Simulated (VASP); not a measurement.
Crystal: As.

```
As
1.0
     2.75671    0.00000    0.00000
     0.00000    2.75671    0.00000
     0.00000    0.00000    2.75671
As
1
Cartesian
  1.3784 1.3784 1.3784
```

This cell differs from its parent crystal: volume scaled by 1.06.

Base run:

| Quantity | Value |
| --- | --- |
| Program | VASP 6.6.1 |
| Functional | PBEsol |
| Potentials or basis | VASP PAW PBE potentials, release 64 (As) |
| Cutoff | 520 eV |
| k mesh | 10 × 10 × 10 |
| Occupations | fermi-dirac, width 0.05 eV |
| Spin | no spin polarisation |

Its results: pressure -5.7 GPa.

Q: The run is repeated on the same cell with these changes: functional from PBEsol to r2SCAN. What comes out?

A: Pressure -4.7 GPa.

Caveats: the PAW data sets were made with another functional, which shifts forces and pressure a little.
